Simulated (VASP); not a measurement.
Set up this calculation in VASP 6.6.1, as the native input.

| Property | Result |
| --- | --- |
| Task | single point |
| Functional | LDA |
| Potentials or basis | VASP PAW LDA potentials, release 64 (Mg) |
| Cutoff | 520 eV |
| k mesh | 10 × 10 × 3 |
| Occupations | fermi-dirac, width 0.05 eV |
| Spin | no spin polarisation |
| Dipole correction | no |
| Further INCAR settings | ALGO = Normal; EDIFF = 1e-07; NBANDS = 12 |

The structure of Mg lies in POSCAR:

```
Mg
1.0
    3.2186313040      0.0000000000      0.0000000000
   -1.6093156520      2.7874164746      0.0000000000
    0.0000000000      0.0000000000     10.4546520822
Mg
4
Direct
    0.6666666667      0.3333333333      0.7500000000
    0.0000000000      0.0000000000      0.5000000000
    0.3333333333      0.6666666667      0.2500000000
    0.0000000000      0.0000000000      0.0000000000
```

The input as run:

INCAR

```
  ALGO = Normal
  EDIFF = 1E-7
  ENCUT = 520
  ISIF = 2
  ISMEAR = -1
  LASPH = True
  LCHARG = False
  LREAL = False
  LWAVE = False
  NBANDS = 12
  NELM = 100
  PREC = Accurate
  SIGMA = 0.05
```

KPOINTS

```
k-points
0
Gamma
  10 10 3
```

Potentials or basis: VASP PAW LDA potentials, release 64 (Mg).

Command:

```console
$ cat potpaw_LDA.64/Mg/POTCAR > POTCAR
$ mpirun -np 1 vasp_std > vasp.out
```

It gave:

```yaml
Pressure: -2.8 GPa
Band_gap_on_the_k_mesh: zero (bands 4 and 5 overlap by 1.96 eV)
```

Wall time 28 s on 1 thread of Intel Xeon 8259CL (shared host), peak memory 0.17 GiB.
